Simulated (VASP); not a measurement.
Input of a VASP 6.6.1 run:

Contents of INCAR:

```
ALGO = Normal ; EDIFF = 1E-7
ENCUT = 520 ; GGA = PE
ISIF = 2 ; ISMEAR = 0
LASPH = T ; LCHARG = F
LREAL = F ; LWAVE = F
NBANDS = 17 ; NELM = 60
PREC = Accurate ; SIGMA = 0.03
```

File KPOINTS:

```
k-points
0
Gamma
  10 10 10
```

Contents of POSCAR:

```
PbS
1.0
    0.0000000000      3.1317812500      3.1317812500
    2.9650000000      0.1667812500      2.9650000000
    2.9650000000      2.9650000000      0.1667812500
Pb S
1 1
Direct
    0.0000000000      0.0000000000      0.0000000000
    0.5000000000      0.5000000000      0.5000000000
```

Potentials or basis: VASP PAW PBE potentials, release 64 (Pb_d, S).

The run is started by

```sh
$ cat potpaw_PBE.64/Pb_d/POTCAR potpaw_PBE.64/S/POTCAR > POTCAR
$ mpirun -np 1 vasp_std > vasp.out
```

Predict the pressure.

2.1 GPa.

What does it give for the band gap on the k mesh?

Zero (band 10 reaches 6.05 eV, above the bottom of band 11 at 5.83 eV).

Stress tensor (GPa, compression positive):
```
 1.91  0.00  0.00
 0.00  2.24 -2.16
 0.00 -2.16  2.24
```

Caveat: the cell differs from its parent crystal (strain +0.1125 x Voigt [0, 0, 0, 1, 0, 0]); spin-orbit coupling is left out, which moves the levels of the heavy elements.
